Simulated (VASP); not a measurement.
# SiO2 (P4_122) in VASP: further runs

Runs on SiO2. Level: PBE. Tasks: single point.

Program: VASP 6.6.1. These are calculated values, not measurements. Logs are shortened: lines on timing, memory, paths and dates and some standing lists are left out, and cuts for length are marked.

## Step 1: The cell of the first run

Symmetry: P4_122, No. 91, tetragonal system. Conventional cell: a = 6.300 Å, b = 6.300 Å, c = 4.863 Å, α = 90.00°, β = 90.00°, γ = 90.00°. Within 2.1 Å of Si (site symmetry 2) lie 4 O at 1.59 to 1.63 Å. O (site symmetry 2) has 2 Si at 1.59 Å within 2.1 Å. Within 2.2 Å of O (site symmetry 2) lie 2 Si at 1.63 Å.

The cell was built from a structure type or drawn by symmetry, and may not be a known phase.

## Step 2: Single point, PBE

INCAR reads:

```
PREC     = Accurate       # precision mode
ENCUT    = 520            # plane-wave cutoff, eV
EDIFF    = 1E-7           # SCF threshold, eV
ISMEAR   = 0              # smearing method
SIGMA    = 0.1            # smearing width, eV
LREAL    = F              # projectors in reciprocal space
LASPH    = T              # aspherical terms in the spheres
NELM     = 100            # most SCF steps
ALGO     = Normal         # electronic algorithm
ISIF     = 2              # what is computed and relaxed
LWAVE    = F              # write WAVECAR
LCHARG   = T              # write CHGCAR
GGA      = PE             # functional
LELF     = T              # ELF
LVHAR    = T            
NBANDS   = 44             # bands
```

KPOINTS reads:

```
regular mesh
0
Gamma
  4 4 4
```

POSCAR reads:

```
SiO2
1.0
    6.2995081000      0.0000000000      0.0000000000
    0.0000000000      6.2995081000      0.0000000000
    0.0000000000      0.0000000000      4.8634547700
Si O
4 8
Direct
    0.3384865200      0.0000000000      0.7500000000
    0.6615134800      0.0000000000      0.2500000000
    0.0000000000      0.3384865200      0.0000000000
    0.0000000000      0.6615134800      0.5000000000
    0.5000000000      0.0000000000      0.5000000000
    0.5000000000      0.0000000000      0.0000000000
    0.1692432600      0.1692432600      0.8750000000
    0.1692432600      0.8307567400      0.6250000000
    0.8307567400      0.1692432600      0.1250000000
    0.8307567400      0.8307567400      0.3750000000
    0.0000000000      0.5000000000      0.7500000000
    0.0000000000      0.5000000000      0.2500000000
```

Potentials or basis: VASP PAW PBE potentials, release 64 (Si, O).

Started as:

```
> cat potpaw_PBE.64/Si/POTCAR potpaw_PBE.64/O/POTCAR > POTCAR
> mpirun -np 1 vasp_std > vasp.out
```

OUTCAR:

```text
PREC = Accurate
   ENCUT = 520
   EDIFF = 1E-7
   ISMEAR = 0
   LREAL = F
   LASPH = T
   NELM = 100
   ISIF = 2
   GGA = PE

 ion  position               nearest neighbor table
   1  0.338  0.000  0.750-   5 1.59   6 1.59   7 1.63   8 1.63
   2  0.662  0.000  0.250-   5 1.59   6 1.59   9 1.63  10 1.63
   3  0.000  0.338  0.000-  11 1.59  12 1.59   7 1.63   9 1.63
   4  0.000  0.662  0.500-  11 1.59  12 1.59   8 1.63  10 1.63
   5  0.500  0.000  0.500-   1 1.59   2 1.59
   6  0.500  0.000  0.000-   1 1.59   2 1.59
   7  0.169  0.169  0.875-   1 1.63   3 1.63
   8  0.169  0.831  0.625-   1 1.63   4 1.63
   9  0.831  0.169  0.125-   2 1.63   3 1.63
  10  0.831  0.831  0.375-   2 1.63   4 1.63
  11  0.000  0.500  0.750-   3 1.59   4 1.59
  12  0.000  0.500  0.250-   3 1.59   4 1.59

  LATTYP: Found a simple tetragonal cell.
 ALAT       =     6.2995081000
 C/A-ratio  =     0.7720372278

  Lattice vectors:

 A1 = (   6.2995081000,   0.0000000000,   0.0000000000)
 A2 = (   0.0000000000,   6.2995081000,   0.0000000000)
 A3 = (   0.0000000000,   0.0000000000,   4.8634547700)

Analysis of symmetry for initial positions (statically):
=====================================================================
 Subroutine PRICEL returns:
 Original cell was already a primitive cell.

 Routine SETGRP: Setting up the symmetry group for a
 simple tetragonal supercell.

 Subroutine GETGRP returns: Found  8 space group operations
 (whereof  2 operations were pure point group operations)
 out of a pool of 16 trial point group operations.

The static configuration has the point symmetry C_2 .
 The point group associated with its full space group is D_4 .

Analysis of symmetry for dynamics (positions and initial velocities):
=====================================================================
 Subroutine PRICEL returns:
 Original cell was already a primitive cell.

 Routine SETGRP: Setting up the symmetry group for a
 simple tetragonal supercell.

 Subroutine GETGRP returns: Found  8 space group operations
 (whereof  2 operations were pure point group operations)
 out of a pool of 16 trial point group operations.

The dynamic configuration has the point symmetry C_2 .
 The point group associated with its full space group is D_4 .

 Subroutine INISYM returns: Found  8 space group operations
 (whereof  2 operations are pure point group operations),
 and found     1 'primitive' translations

----------------------------------------------------------------------------------------

                                     Primitive cell

  volume of cell :     193.0004

  direct lattice vectors                    reciprocal lattice vectors
     6.299508100  0.000000000  0.000000000     0.158742553  0.000000000  0.000000000
     0.000000000  6.299508100  0.000000000     0.000000000  0.158742553  0.000000000
     0.000000000  0.000000000  4.863454770     0.000000000  0.000000000  0.205615154

  length of vectors
     6.299508100  6.299508100  4.863454770     0.158742553  0.158742553  0.205615154

  position of ions in fractional coordinates (direct lattice)
     0.338486520  0.000000000  0.750000000
     0.661513480  0.000000000  0.250000000
     0.000000000  0.338486520  0.000000000
     0.000000000  0.661513480  0.500000000
     0.500000000  0.000000000  0.500000000
     0.500000000  0.000000000  0.000000000
     0.169243260  0.169243260  0.875000000
     0.169243260  0.830756740  0.625000000
     0.830756740  0.169243260  0.125000000
     0.830756740  0.830756740  0.375000000
     0.000000000  0.500000000  0.750000000
     0.000000000  0.500000000  0.250000000

  ion indices of the primitive-cell ions
   primitive index   ion index
                 1           1
                 2           2
                 3           3
                 4           4
                 5           5
                 6           6
                 7           7
                 8           8
                 9           9
                10          10
                11          11
                12          12

----------------------------------------------------------------------------------------

 KPOINTS: regular mesh

Automatic generation of k-mesh.
 Grid dimensions read from file:
 generate k-points for:    4    4    4

 Generating k-lattice:

  Cartesian coordinates                     Fractional coordinates (reciprocal lattice)
     0.039685638  0.000000000  0.000000000     0.250000000  0.000000000  0.000000000
     0.000000000  0.039685638  0.000000000     0.000000000  0.250000000  0.000000000
     0.000000000  0.000000000  0.051403788     0.000000000  0.000000000  0.250000000

  Length of vectors
     0.039685638  0.039685638  0.051403788

  Shift w.r.t. Gamma in fractional coordinates (k-lattice)
     0.000000000  0.000000000  0.000000000

 Subroutine IBZKPT returns following result:
 ===========================================

 Found     18 irreducible k-points:

 Following reciprocal coordinates:
            Coordinates               Weight
  0.000000  0.000000  0.000000      1.000000
  0.250000  0.000000  0.000000      4.000000
  0.500000  0.000000  0.000000      2.000000
  0.250000  0.250000  0.000000      4.000000
  0.500000  0.250000  0.000000      4.000000
  0.500000  0.500000  0.000000      1.000000
[... 10 lines left out ...]
  0.500000  0.250000  0.500000      4.000000
  0.500000  0.500000  0.500000      1.000000
   k-points           NKPTS =     18   k-points in BZ     NKDIM =     18   number of bands    NBANDS=     44
   number of dos      NEDOS =    301   number of ions     NIONS =     12
   total plane-waves  NPLWV =  82944
   dimension x,y,z NGX =    48 NGY =   48 NGZ =   36
   dimension x,y,z NGXF=    96 NGYF=   96 NGZF=   72
   ions per type =               4   8
   NGX,Y,Z   is equivalent  to a cutoff of  12.67, 12.67, 12.31 a.u.
   NGXF,Y,Z  is equivalent  to a cutoff of  25.33, 25.33, 24.61 a.u.
 SYSTEM =  unknown system
   PREC   = accura    normal or accurate (medium, high low for compatibility)
   ISTART =      0    job   : 0-new  1-cont  2-samecut
   ICHARG =      2    charge: 1-file 2-atom 10-const
   ISPIN  =      1    spin polarized calculation?
   LNONCOLLINEAR =      F non collinear calculations
   LSORBIT =      F    spin-orbit coupling
   LASPH  =      T    aspherical Exc in radial PAW
   ENCUT  =  520.0 eV  38.22 Ry    6.18 a.u.  11.71 11.71  9.04*2*pi/ulx,y,z
   NELM   =    100;   NELMIN=  2; NELMDL= -5     # of ELM steps
   EDIFF  = 0.1E-06   stopping-criterion for ELM
   LREAL  =      F    real-space projection
   EDIFFG = 0.1E-05   stopping-criterion for IOM
   NSW    =      0    number of steps for IOM
   IBRION =     -1    ionic relax: 0-MD 1-quasi-New 2-CG
   NFREE  =      0    steps in history (QN), initial steepest desc. (CG)
   ISIF   =      2    stress and relaxation
   ISYM   =      2    0-nonsym 1-usesym 2-fastsym
   POTIM  = 0.5000    time-step for ionic-motion
   TEBEG  =    0.0;   TEEND  =   0.0 temperature during run
   PSTRESS=    0.0 pullay stress
   NELECT =      64.0000    total number of electrons
   NUPDOWN=      -1.0000    fix difference up-down
   EMIN   =  10.00;   EMAX   =-10.00  energy-range for DOS
   EFERMI =   0.00;   METHOD = LEGACY
   ISMEAR =     0;   SIGMA  =   0.10  broadening in eV -4-tet -1-fermi 0-gaus
   EFERMI_NEDOS =   21; number of points for ismear=-14 and -15
   IALGO  =     38    algorithm
   IMIX   =      4    mixing-type and parameters
     AMIX     =   0.40;   BMIX     =  1.00
     AMIX_MAG =   1.60;   BMIX_MAG =  1.00
  volume/ion in A,a.u.               =      16.08       108.54
  Fermi-wavevector in a.u.,A,eV,Ry     =   1.133136  2.141317 17.469848  1.283998
  Thomas-Fermi vector in A             =   2.269838
   LORBIT       =      0    0 simple, 1 ext, 2 COOP (PROOUT), +10 PAW based schemes
   GGA     = PE    functional components
   LHFCALC =     F    Hartree Fock is set to
   AEXX    =    0.0000 exact exchange contribution
   IVDW    =     0    specifies the selected vdW correction
   LEPSILON=     F    determine dielectric tensor
   LRPA    =     F    only Hartree local field effects (RPA)
 non-spin polarized calculation
 Gauss-broadening in eV      SIGMA  =   0.10
  energy-cutoff  :      520.00
  volume of cell :      193.00
 maximum number of plane-waves:      5248
 NGX is ok and might be reduce to    48
   NGX = 23   NGY = 23   NGZ = 19

 number of electron      63.9999975 magnetization

 Free energy of the ion-electron system (eV)
  ---------------------------------------------------
  ext. energy  EPLUGINS =         0.00000000
  ---------------------------------------------------
  free energy    TOTEN  =       -90.91146591 eV

  energy without entropy =      -90.91146591  energy(sigma->0) =      -90.91146591

 E-fermi :   0.7937     XC(G=0):  -7.7259

 val. band max:        0.3015245537   @ k =   0.0000   0.0000   0.0000
 cond. band min:       4.3740407738   @ k =   0.0000   0.0000   0.0000
 fundamental gap:      4.0725162200
 Fermi energy:         0.7937463472

 k-point     1 :       0.0000    0.0000    0.0000
  band No.  band energies     occupation
      1     -19.9530      2.00000
      2     -19.3150      2.00000
      3     -18.2799      2.00000
      4     -18.2799      2.00000
      5     -17.8705      2.00000
      6     -17.5185      2.00000
[... 36 lines left out ...]
     43      10.0436      0.00000
     44      11.0687      0.00000

 k-point     2 :       0.2500    0.0000    0.0000
  band No.  band energies     occupation
      1     -19.8805      2.00000
      2     -19.4274      2.00000
      3     -18.2624      2.00000
      4     -18.2156      2.00000
      5     -17.9352      2.00000
      6     -17.7146      2.00000
[... 36 lines left out ...]
     43      10.6336      0.00000
     44      10.7766      0.00000

 k-point     3 :       0.5000    0.0000    0.0000
  band No.  band energies     occupation
      1     -19.7333      2.00000
      2     -19.6123      2.00000
      3     -18.2449      2.00000
      4     -18.0945      2.00000
      5     -17.9811      2.00000
      6     -17.9132      2.00000
[... 36 lines left out ...]
     43      10.5782      0.00000
     44      10.9389      0.00000

 k-point     4 :       0.2500    0.2500    0.0000
  band No.  band energies     occupation
      1     -19.8137      2.00000
      2     -19.4818      2.00000
      3     -18.4911      2.00000
      4     -18.0112      2.00000
      5     -17.9864      2.00000
      6     -17.6027      2.00000
[... 600 lines left out ...]
     43      10.4131      0.00000
     44      10.4131      0.00000

 k-point    17 :       0.5000    0.2500    0.5000
  band No.  band energies     occupation
      1     -19.2178      2.00000
      2     -19.2178      2.00000
      3     -18.7941      2.00000
      4     -18.7941      2.00000
      5     -17.9167      2.00000
      6     -17.9167      2.00000
[... 36 lines left out ...]
     43      10.3772      0.00000
     44      10.3772      0.00000

 k-point    18 :       0.5000    0.5000    0.5000
  band No.  band energies     occupation
      1     -19.1461      2.00000
      2     -19.1461      2.00000
      3     -18.8796      2.00000
      4     -18.8796      2.00000
      5     -17.9564      2.00000
      6     -17.9564      2.00000
[... 36 lines left out ...]
     43      10.2791      0.00000
     44      10.2791      0.00000

------------------------ aborting loop because EDIFF is reached ----------------------------------------

  FORCE on cell =-STRESS in cart. coord.  units (eV):
  Direction    XX          YY          ZZ          XY          YZ          ZX
  --------------------------------------------------------------------------------------
  -------------------------------------------------------------------------------------
  Total        7.0912533      7.0912533     11.9591392      0.0000000      0.0000000      0.0000000
  in kB       58.8674768     58.8674768     99.2778459      0.0000000      0.0000000      0.0000000
  external PRESSURE =      72.3375998 kB  Pullay stress =       0.0000000 kB

 VOLUME and BASIS-vectors are now :
 -----------------------------------------------------------------------------
  energy-cutoff  :      520.00
  volume of cell :      193.00
      direct lattice vectors                 reciprocal lattice vectors
     6.299508100  0.000000000  0.000000000     0.158742553  0.000000000  0.000000000
     0.000000000  6.299508100  0.000000000     0.000000000  0.158742553  0.000000000
     0.000000000  0.000000000  4.863454770     0.000000000  0.000000000  0.205615154

 POSITION                                       TOTAL-FORCE (eV/Angst)
 -----------------------------------------------------------------------------------
      2.13230      0.00000      3.64759        -1.847514      0.000000      0.000000
      4.16721      0.00000      1.21586         1.847514      0.000000      0.000000
      0.00000      2.13230      0.00000        -0.000000     -1.847514      0.000000
      0.00000      4.16721      2.43173        -0.000000      1.847514      0.000000
      3.14975      0.00000      2.43173         0.000000      1.981876      0.000000
      3.14975      0.00000      0.00000         0.000000     -1.981876      0.000000
      1.06615      1.06615      4.25552         0.803123      0.803123      0.000000
      1.06615      5.23336      3.03966         0.803123     -0.803123     -0.000000
      5.23336      1.06615      0.60793        -0.803123      0.803123     -0.000000
      5.23336      5.23336      1.82380        -0.803123     -0.803123      0.000000
      0.00000      3.14975      3.64759        -1.981876      0.000000      0.000000
      0.00000      3.14975      1.21586         1.981876      0.000000      0.000000
 -----------------------------------------------------------------------------------
    total drift:                                0.000000     -0.000000     -0.000000

  FREE ENERGIE OF THE ION-ELECTRON SYSTEM (eV)
  ---------------------------------------------------
  free  energy   TOTEN  =       -90.9114659067 eV

  energy  without entropy=      -90.9114659067  energy(sigma->0) =      -90.91146591
```

Run time: 78 s. Hardware: 1 thread of Intel Xeon 6975P-C (Granite Rapids), shared host; peak memory 0.31 GiB.

Results:

* Free energy: -90.9115 eV
* Pressure: 7.2 GPa
* Largest force: 1.982 eV/Å
* Band gap on the k mesh: 4.07 eV

Forces in eV/Å, atoms in the order of the input:
```
Si  -1.848  0.000  0.000
Si   1.848  0.000  0.000
Si   0.000 -1.848  0.000
Si   0.000  1.848  0.000
O    0.000  1.982  0.000
O    0.000 -1.982  0.000
O    0.803  0.803  0.000
O    0.803 -0.803  0.000
O   -0.803  0.803  0.000
O   -0.803 -0.803  0.000
O   -1.982  0.000  0.000
O    1.982  0.000  0.000
```

Caveat: the cell stands under pressure; forces of over 1 eV/Å act on the atoms, so gaps and moduli don't describe the material at rest. A k mesh can miss the band edges.

## Step 3: Single point, PBE

This run uses another cell than the first one, of 14.76 Å³/atom.

INCAR reads:

```
SYSTEM = SiO2
ALGO = Normal
EDIFF = 1E-6
ENCUT = 520
GGA = PE
ISIF = 2
ISMEAR = 0
LASPH = .TRUE.
LCHARG = .TRUE.
LELF = .TRUE.
LREAL = .FALSE.
LVHAR = .TRUE.
LWAVE = .FALSE.
NBANDS = 44
NELM = 100
PREC = Accurate
SIGMA = 0.02
```

KPOINTS reads:

```
k-points
0
G
  4 4 6
  0 0 0
```

POSCAR reads:

```
SiO2
1.0
    6.0938179947      0.0000000000      0.0000000000
    0.0000000000      6.0938179947      0.0000000000
    0.0000000000      0.0000000000      4.7689420648
Si O
4 8
Direct
    0.3466393589      0.0000000000      0.7500000000
    0.6533606411      0.0000000000      0.2500000000
    0.0000000000      0.3466393589      0.0000000000
    0.0000000000      0.6533606411      0.5000000000
    0.5000000000      0.0990144095      0.5000000000
    0.5000000000      0.9009855905      0.0000000000
    0.1962494719      0.1962494719      0.8750000000
    0.1962494719      0.8037505281      0.6250000000
    0.8037505281      0.1962494719      0.1250000000
    0.8037505281      0.8037505281      0.3750000000
    0.9009855905      0.5000000000      0.7500000000
    0.0990144095      0.5000000000      0.2500000000
```

Potentials or basis: VASP PAW PBE potentials, release 64 (Si, O).

Started as:

```
> cat potpaw_PBE.64/Si/POTCAR potpaw_PBE.64/O/POTCAR > POTCAR
> mpirun -np 1 vasp_std > vasp.out
```

It took 79 s on 1 thread of Intel Xeon 6975P-C (Granite Rapids), shared host; peak memory 0.34 GiB.

Results (log left out):

| Property | Result |
| --- | --- |
| Free energy | -94.7578 eV |
| Pressure | 0.1 GPa |
| Largest force | 0.014 eV/Å |
| Band gap on the k mesh | 5.53 eV |

Forces in eV/Å, atoms in the order of the input:
```
Si  -0.014  0.000  0.000
Si   0.014  0.000  0.000
Si   0.000 -0.014  0.000
Si   0.000  0.014  0.000
O    0.000  0.005  0.000
O    0.000 -0.005  0.000
O   -0.007 -0.007  0.000
O   -0.007  0.007  0.000
O    0.007 -0.007  0.000
O    0.007  0.007  0.000
O   -0.005  0.000  0.000
O    0.005  0.000  0.000
```

Stress tensor (GPa, compression positive):
```
0.05 0.00 0.00
0.00 0.05 0.00
0.00 0.00 0.17
```

Levels at points of the mesh, in eV from the valence-band top:
| k point | band 30 | band 31 | band 32 | band 33 | band 34 | band 35 |
| --- | --- | --- | --- | --- | --- | --- |
| (0.00, 0.00, 0.00) | -0.68 | -0.47 | 0.00 | 5.53 | 8.44 | 8.71 |
| (0.50, 0.00, 0.00) | -0.56 | -0.33 | -0.32 | 6.81 | 7.34 | 8.44 |
| (0.50, 0.50, 0.00) | -0.43 | -0.14 | -0.14 | 7.80 | 7.80 | 8.22 |
| (0.00, 0.00, 0.50) | -0.58 | -0.19 | -0.19 | 7.76 | 7.76 | 9.29 |
| (0.50, 0.00, 0.50) | -0.68 | -0.42 | -0.42 | 8.17 | 8.17 | 8.95 |
| (0.50, 0.50, 0.50) | -0.84 | -0.47 | -0.47 | 8.39 | 8.39 | 9.26 |

A k mesh can miss the band edges.
